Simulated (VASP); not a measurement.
Cu: single point with PBEsol

Cu:

```
Cu
1.0
    -0.12471    1.95981    1.78164
     1.60348   -0.12471    1.78164
     1.47876    1.83509    0.00000
Cu
1
Direct
  0.00000 0.00000 0.00000
```

This cell differs from its parent crystal: engineering shear strain xy -0.1400, strain +e along x and -e along y -0.1000.

```
Program             : VASP 6.6.1
Task                : single point
Functional          : PBEsol
Potentials or basis : VASP PAW PBE potentials, release 64 (Cu)
Cutoff              : 520 eV
k mesh              : 22 × 22 × 22
Occupations         : gaussian, width 0.15 eV
Spin                : no spin polarisation
```

```json
{
  "Pressure": "7.2 GPa",
  "Band gap on the k mesh": "zero (an odd number of electrons rules out a gap without spin polarisation)"
}
```

Stress tensor (GPa, compression positive):
```
11.45 12.73  0.00
12.73  2.00  0.00
 0.00  0.00  8.07
```

Levels at points of the mesh, in eV from the Fermi level:
```
           k point  band 1  band 2  band 3  band 4  band 5  band 6  band 7  band 8  band 9  band 10
(0.00, 0.00, 0.00)   -9.85   -3.83   -3.51   -2.57   -2.54   -1.95   21.95   23.16   26.24    27.85
(0.50, 0.00, 0.00)   -5.59   -3.86   -2.59   -1.93   -1.75   -1.65    3.25   20.80   21.90    24.94
(0.50, 0.50, 0.00)   -5.29   -4.65   -1.91   -1.85   -1.26    1.29    7.37   10.82   16.89    17.83
(0.00, 0.00, 0.50)   -5.34   -3.83   -2.78   -1.96   -1.38   -0.36    5.27   16.04   21.40    23.10
(0.50, 0.00, 0.50)   -5.39   -4.68   -1.80   -1.75   -1.52   -0.42    5.18   16.24   16.34    20.53
(0.00, 0.50, 0.50)   -5.15   -4.85   -2.08   -1.42   -1.35    4.16   10.59   11.14   11.44    16.35
```

Wall time 4.2 min on 1 thread of AMD EPYC 7R13 Processor (Zen 3) (shared host), peak memory 0.41 GiB.

Caveat: the cell differs from its parent crystal (engineering shear strain xy -0.1400, strain +e along x and -e along y -0.1000); the stress differs along the axes, from 2 to 11 GPa; the PAW data sets were made with another functional, which shifts forces and pressure a little.
